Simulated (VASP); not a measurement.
# Cu (Cmcm) in VASP: a series of runs

Cu is run at these levels: LDA; tasks: single point.

Program: VASP 6.6.1. These are calculated values, not measurements. Logs are shortened: lines on timing, memory, paths and dates and some standing lists are left out, and cuts for length are marked.

## (1) The cell of the first run

Symmetry: Cmcm, No. 63, orthorhombic system. Conventional cell: a = 2.415 Å, b = 7.881 Å, c = 2.453 Å, α = 90.00°, β = 90.00°, γ = 90.00°. Cu (site symmetry m2m) has 10 Cu at 2.42 to 2.51 Å within 3.2 Å.

## (2) Single point, LDA

INCAR

```
SYSTEM = Cu
  ALGO = Normal
  EDIFF = 1E-6
  ENCUT = 520
  GGA = CA
  ISIF = 2
  ISMEAR = -1
  LASPH = .True.
  LCHARG = .True.
  LELF = .True.
  LREAL = .False.
  LVHAR = .True.
  LWAVE = .False.
  NBANDS = 18
  NELM = 80
  PREC = Accurate
  SIGMA = 0.15
```

KPOINTS

```
k-points
0
Gamma
  12 12 12
  0 0 0
```

POSCAR

```
Cu
1.0
    1.2075354831     -3.9407134959      0.0000000000
    1.2075354831      3.9407134959      0.0000000000
    0.0000000000      0.0000000000      2.4532930461
Cu
2
Direct
    0.1338670000      0.8661330000      0.2500000000
    0.8661330000      0.1338670000      0.7500000000
```

Potentials or basis: VASP PAW LDA potentials, release 64 (Cu).

On the command line:

```sh
cat potpaw_LDA.64/Cu/POTCAR > POTCAR
mpirun -np 1 vasp_std > vasp.out
```

OUTCAR:

```text
SYSTEM = Cu
   EDIFF = 1E-6
   ENCUT = 520
   GGA = CA
   ISIF = 2
   ISMEAR = -1
   LASPH = .True.
   LREAL = .False.
   NELM = 80
   PREC = Accurate

 ion  position               nearest neighbor table
   1  0.134  0.866  0.250-   2 2.44   2 2.44   2 2.51   2 2.51   2 2.51   2 2.51
   2  0.866  0.134  0.750-   1 2.44   1 2.44   1 2.51   1 2.51   1 2.51   1 2.51

  LATTYP: Found a base centered orthorhombic cell.
 ALAT       =     2.4150709662
 B/A-ratio  =     3.2634349475
 C/A-ratio  =     1.0158264831

  Lattice vectors:

 A1 = (   1.2075354831,  -3.9407134959,   0.0000000000)
 A2 = (   1.2075354831,   3.9407134959,   0.0000000000)
 A3 = (   0.0000000000,   0.0000000000,   2.4532930461)

Analysis of symmetry for initial positions (statically):
=====================================================================
 Subroutine PRICEL returns:
 Original cell was already a primitive cell.

 Routine SETGRP: Setting up the symmetry group for a
 base centered orthorhombic supercell.

 Subroutine GETGRP returns: Found  8 space group operations
 (whereof  4 operations were pure point group operations)
 out of a pool of  8 trial point group operations.

The static configuration has the point symmetry C_2h.
 The point group associated with its full space group is D_2h.

Analysis of symmetry for dynamics (positions and initial velocities):
=====================================================================
 Subroutine PRICEL returns:
 Original cell was already a primitive cell.

 Routine SETGRP: Setting up the symmetry group for a
 base centered orthorhombic supercell.

 Subroutine GETGRP returns: Found  8 space group operations
 (whereof  4 operations were pure point group operations)
 out of a pool of  8 trial point group operations.

The dynamic configuration has the point symmetry C_2h.
 The point group associated with its full space group is D_2h.

 Subroutine INISYM returns: Found  8 space group operations
 (whereof  4 operations are pure point group operations),
 and found     1 'primitive' translations

----------------------------------------------------------------------------------------

                                     Primitive cell

  volume of cell :      23.3482

  direct lattice vectors                    reciprocal lattice vectors
     1.207535483 -3.940713496  0.000000000     0.414066507 -0.126880576  0.000000000
     1.207535483  3.940713496  0.000000000     0.414066507  0.126880576  0.000000000
     0.000000000  0.000000000  2.453293046     0.000000000  0.000000000  0.407615389

  length of vectors
     4.121573098  4.121573098  2.453293046     0.433070148  0.433070148  0.407615389

  position of ions in fractional coordinates (direct lattice)
     0.133867000  0.866133000  0.250000000
     0.866133000  0.133867000  0.750000000

  ion indices of the primitive-cell ions
   primitive index   ion index
                 1           1
                 2           2

----------------------------------------------------------------------------------------

 KPOINTS: k-points

Automatic generation of k-mesh.
 Grid dimensions read from file:
 generate k-points for:   12   12   12

 Generating k-lattice:

  Cartesian coordinates                     Fractional coordinates (reciprocal lattice)
     0.034505542 -0.010573381  0.000000000     0.083333333  0.000000000  0.000000000
     0.034505542  0.010573381  0.000000000     0.000000000  0.083333333  0.000000000
     0.000000000  0.000000000  0.033967949     0.000000000  0.000000000  0.083333333

  Length of vectors
     0.036089179  0.036089179  0.033967949

  Shift w.r.t. Gamma in fractional coordinates (k-lattice)
     0.000000000  0.000000000  0.000000000

 Subroutine IBZKPT returns following result:
 ===========================================

 Found    301 irreducible k-points:

 Following reciprocal coordinates:
            Coordinates               Weight
  0.000000  0.000000  0.000000      1.000000
  0.083333 -0.000000  0.000000      4.000000
  0.166667 -0.000000  0.000000      4.000000
  0.250000  0.000000  0.000000      4.000000
  0.333333 -0.000000  0.000000      4.000000
  0.416667 -0.000000  0.000000      4.000000
[... 16 lines left out ...]
  0.500000  0.166667  0.000000      4.000000
 -0.416667  0.166667  0.000000      4.000000
 [... further k-points ...]
   k-points           NKPTS =    301   k-points in BZ     NKDIM =    301   number of bands    NBANDS=     18
   number of dos      NEDOS =    301   number of ions     NIONS =      2
   total plane-waves  NPLWV =  18432
   dimension x,y,z NGX =    32 NGY =   32 NGZ =   18
   dimension x,y,z NGXF=    64 NGYF=   64 NGZF=   36
   ions per type =               2
   NGX,Y,Z   is equivalent  to a cutoff of  12.91, 12.91, 12.20 a.u.
   NGXF,Y,Z  is equivalent  to a cutoff of  25.81, 25.81, 24.40 a.u.
 SYSTEM =  Cu
   PREC   = accura    normal or accurate (medium, high low for compatibility)
   ISTART =      0    job   : 0-new  1-cont  2-samecut
   ICHARG =      2    charge: 1-file 2-atom 10-const
   ISPIN  =      1    spin polarized calculation?
   LNONCOLLINEAR =      F non collinear calculations
   LSORBIT =      F    spin-orbit coupling
   LASPH  =      T    aspherical Exc in radial PAW
   ENCUT  =  520.0 eV  38.22 Ry    6.18 a.u.   7.66  7.66  4.56*2*pi/ulx,y,z
   NELM   =     80;   NELMIN=  2; NELMDL= -5     # of ELM steps
   EDIFF  = 0.1E-05   stopping-criterion for ELM
   LREAL  =      F    real-space projection
   EDIFFG = 0.1E-04   stopping-criterion for IOM
   NSW    =      0    number of steps for IOM
   IBRION =     -1    ionic relax: 0-MD 1-quasi-New 2-CG
   NFREE  =      0    steps in history (QN), initial steepest desc. (CG)
   ISIF   =      2    stress and relaxation
   ISYM   =      2    0-nonsym 1-usesym 2-fastsym
   POTIM  = 0.5000    time-step for ionic-motion
   TEBEG  =    0.0;   TEEND  =   0.0 temperature during run
   PSTRESS=    0.0 pullay stress
   NELECT =      22.0000    total number of electrons
   NUPDOWN=      -1.0000    fix difference up-down
   EMIN   =  10.00;   EMAX   =-10.00  energy-range for DOS
   EFERMI =   0.00;   METHOD = LEGACY
   ISMEAR =    -1;   SIGMA  =   0.15  broadening in eV -4-tet -1-fermi 0-gaus
   EFERMI_NEDOS =   21; number of points for ismear=-14 and -15
   IALGO  =     38    algorithm
   IMIX   =      4    mixing-type and parameters
     AMIX     =   0.40;   BMIX     =  1.00
     AMIX_MAG =   1.60;   BMIX_MAG =  1.00
  volume/ion in A,a.u.               =      11.67        78.78
  Fermi-wavevector in a.u.,A,eV,Ry     =   1.604960  3.032935 35.047220  2.575898
  Thomas-Fermi vector in A             =   2.701382
   LORBIT       =      0    0 simple, 1 ext, 2 COOP (PROOUT), +10 PAW based schemes
   GGA     = CA    functional components
   LHFCALC =     F    Hartree Fock is set to
   AEXX    =    0.0000 exact exchange contribution
   IVDW    =     0    specifies the selected vdW correction
   LEPSILON=     F    determine dielectric tensor
   LRPA    =     F    only Hartree local field effects (RPA)
 non-spin polarized calculation
  energy-cutoff  :      520.00
  volume of cell :       23.35
 maximum number of plane-waves:       653
   NGX = 15   NGY = 15   NGZ =  9

 number of electron      21.9999986 magnetization

 Free energy of the ion-electron system (eV)
  ---------------------------------------------------
  ext. energy  EPLUGINS =         0.00000000
  ---------------------------------------------------
  free energy    TOTEN  =        -9.11139043 eV

  energy without entropy =       -9.06825901  energy(sigma->0) =       -9.08982472

 E-fermi :   7.4772     XC(G=0): -13.1321

 val. band max:        7.4728518318   @ k =   0.0000   0.0000   0.5000
 cond. band min:       7.4891946351   @ k =  -0.2500   0.1667   0.5000
 fundamental gap:      0.0163428034
 Fermi energy:         7.4772436121

 k-point     1 :       0.0000    0.0000    0.0000
  band No.  band energies     occupation
      1      -1.9563      2.00000
      2       2.3291      2.00000
      3       3.0924      2.00000
      4       3.5896      2.00000
      5       4.3330      2.00000
      6       4.6115      2.00000
[... 10 lines left out ...]
     17      27.4348      0.00000
     18      29.4224      0.00000

 k-point     2 :       0.0833   -0.0000    0.0000
  band No.  band energies     occupation
      1      -1.7521      2.00000
      2       2.4061      2.00000
      3       3.1715      2.00000
      4       3.6617      2.00000
      5       4.3568      2.00000
      6       4.6037      2.00000
[... 10 lines left out ...]
     17      28.0470      0.00000
     18      31.1668      0.00000

 k-point     3 :       0.1667   -0.0000    0.0000
  band No.  band energies     occupation
      1      -1.1548      2.00000
      2       2.5983      2.00000
      3       3.3850      2.00000
      4       3.8510      2.00000
      5       4.3828      2.00000
      6       4.4203      2.00000
[... 10 lines left out ...]
     17      28.3546      0.00000
     18      31.5992      0.00000

 k-point     4 :       0.2500    0.0000    0.0000
  band No.  band energies     occupation
      1      -0.2199      2.00000
      2       2.8092      2.00000
      3       3.6310      2.00000
      4       3.7342      2.00000
      5       4.3124      2.00000
      6       4.4999      2.00000
[... 375 lines left out ...]
      4       4.1304      2.00000
      5       4.1725      2.00000
      6       4.5845      2.00000
[... 10 lines left out ...]
     17      29.5277      0.00000
     18      29.5454      0.00000

 k-point    23 :       0.5000    0.1667    0.0000
  band No.  band energies     occupation
      1       1.4478      2.00000
      2       2.5915      2.00000
      3       3.6919      2.00000
      4       3.8599      2.00000
      5       4.2136      2.00000
      6       4.6678      2.00000
[... 10 lines left out ...]
     17      27.5330      0.00000
     18      29.2734      0.00000

 k-point    24 :      -0.4167    0.1667    0.0000
  band No.  band energies     occupation
      1       0.3791      2.00000
      2       2.5819      2.00000
      3       3.4894      2.00000
      4       3.7424      2.00000
      5       4.1954      2.00000
      6       4.6619      2.00000
[... 10 lines left out ...]
     17      28.3729      0.00000
     18      29.2505      0.00000

 [... further k-points ...]

------------------------ aborting loop because EDIFF is reached ----------------------------------------

  FORCE on cell =-STRESS in cart. coord.  units (eV):
  Direction    XX          YY          ZZ          XY          YZ          ZX
  --------------------------------------------------------------------------------------
  -------------------------------------------------------------------------------------
  Total       -0.3919369     -0.4445887     -0.3670847      0.0000000      0.0000000      0.0000000
  in kB      -26.8950635    -30.5080730    -25.1896812      0.0000000      0.0000000      0.0000000
  external PRESSURE =     -27.5309392 kB  Pullay stress =       0.0000000 kB

 VOLUME and BASIS-vectors are now :
 -----------------------------------------------------------------------------
  energy-cutoff  :      520.00
  volume of cell :       23.35
      direct lattice vectors                 reciprocal lattice vectors
     1.207535483 -3.940713496  0.000000000     0.414066507 -0.126880576  0.000000000
     1.207535483  3.940713496  0.000000000     0.414066507  0.126880576  0.000000000
     0.000000000  0.000000000  2.453293046     0.000000000  0.000000000  0.407615389

 POSITION                                       TOTAL-FORCE (eV/Angst)
 -----------------------------------------------------------------------------------
      1.20754      2.88565      0.61332         0.000000     -0.009444     -0.000000
      1.20754     -2.88565      1.83997         0.000000      0.009444      0.000000
 -----------------------------------------------------------------------------------
    total drift:                                0.000000     -0.000000      0.000000

  FREE ENERGIE OF THE ION-ELECTRON SYSTEM (eV)
  ---------------------------------------------------
  free  energy   TOTEN  =        -9.1113904291 eV

  energy  without entropy=       -9.0682590143  energy(sigma->0) =       -9.08982472
```

Run time: 3.1 min. Hardware: 1 thread of Intel Xeon 8259CL, shared host; peak memory 0.22 GiB.

What came out:

| Item | Value |
| --- | --- |
| Free energy | -9.1114 eV |
| Pressure | -2.8 GPa |
| Largest force | 0.009 eV/Å |
| Band gap on the k mesh | zero (bands 11 and 12 overlap by 5.65 eV) |

Forces in eV/Å, atoms in the order of the input:
```
Cu   0.000 -0.009  0.000
Cu   0.000  0.009  0.000
```

Stress tensor (GPa, compression positive):
```
-2.69  0.00  0.00
 0.00 -3.05  0.00
 0.00  0.00 -2.52
```

(Continued in part 2 of 2.)
